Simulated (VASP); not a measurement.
Write the native input for VASP 6.6.1 that does the following.

- Task: single point
- Functional: PBEsol
- Potentials or basis: VASP PAW PBE potentials, release 64 (Na_pv, I)
- Cutoff: 520 eV
- k mesh: 6 × 6 × 6
- Occupations: gaussian, width 0.05 eV
- Spin: no spin polarisation
- Dipole correction: no
- Further INCAR settings: ALGO = Normal; EDIFF = 1e-06; NBANDS = 14

The structure of NaI lies in POSCAR:

```
NaI
1.0
    0.0000000000      3.2364000000      3.2364000000
    3.2364000000      0.0000000000      3.2364000000
    3.2364000000      3.2364000000      0.0000000000
Na I
1 1
Direct
    0.0000000000      0.0000000000      0.0000000000
    0.5289673712      0.4710326288      0.5289673712
```

This cell differs from its parent crystal: all I atoms moved +0.188 Å, as atom 2 along Cartesian [0 1 0].

The input as run:

INCAR

```
SYSTEM = NaI
PREC = Accurate
ENCUT = 520
EDIFF = 1E-6
ISMEAR = 0
SIGMA = 0.05
LREAL = .FALSE.
LASPH = .TRUE.
NELM = 80
ALGO = Normal
ISIF = 2
LWAVE = .FALSE.
LCHARG = .TRUE.
GGA = PS
LELF = .TRUE.
LVHAR = .TRUE.
NBANDS = 14
```

KPOINTS

```
regular mesh
0
G
  6 6 6
  0 0 0
```

Potentials or basis: VASP PAW PBE potentials, release 64 (Na_pv, I).

Run with:

```console
$ cat potpaw_PBE.64/Na_pv/POTCAR potpaw_PBE.64/I/POTCAR > POTCAR
$ mpirun -np 1 vasp_std > vasp.out
```

Results of the run:

```yaml
Pressure: -0.3 GPa
Largest_force: 0.182 eV/Å
Band_gap_on_the_k_mesh: 3.51 eV, direct
```

Caveat: the cell differs from its parent crystal (all I atoms moved +0.188 Å, as atom 2 along Cartesian [0 1 0]); the PAW data sets were made with another functional, which shifts forces and pressure a little; spin-orbit coupling is left out, which moves the levels of the heavy elements.

Wall time 11 s on 1 thread of Intel(R) Xeon(R) 6975P-C (Granite Rapids), with other jobs on the host, peak memory 0.21 GiB.
